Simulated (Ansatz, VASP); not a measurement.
## Two plane-wave programs on AlNi

```
CELL_PARAMETERS angstrom
2.26732 -2.26728 0.00000
2.26732 2.26728 0.00000
0.00000 0.00000 2.90044
ATOMIC_POSITIONS crystal
Al 0.00000 0.00000 0.00000
Ni 0.50000 0.50000 0.50000
```

Change from the starting cell: normal strain along x +0.1100, normal strain along y +0.1100.

Alike in both runs: task single point; functional PBE; k mesh 16 × 16 × 16; occupations gaussian, width 0.15 eV; no spin polarisation.

```csv
,VASP,Ansatz
version,VASP 6.6.1,Ansatz 0.2.0
potentials or method,"VASP PAW PBE potentials, release 64 (Al, Ni), cutoff 520 eV","scalar-relativistic, plane waves, PAW"
valence electrons in the cell,13,21
```

Ansatz gave:

| Item | Value |
| --- | --- |
| gap on the k mesh at the Fermi level (eV) | none |
| pressure (GPa) | -20.5 |
| traceless stress, the component that is largest in VASP (GPa) | 3.10 |

Which values does VASP return?

gap on the k mesh at the Fermi level (eV): none; pressure (GPa): -19.8; traceless stress, the component that is largest in VASP (GPa): 3.17.

A gap of «none» marks a metal or a gap that the smearing closes. With one functional, cell and mesh, what is left measures potentials, basis and numerics. VASP's potentials hold 13 valence electrons a cell and Ansatz's 21, so a difference there can come from the potentials and not from the codes. Ansatz's warnings: near symmetry operations not taken.
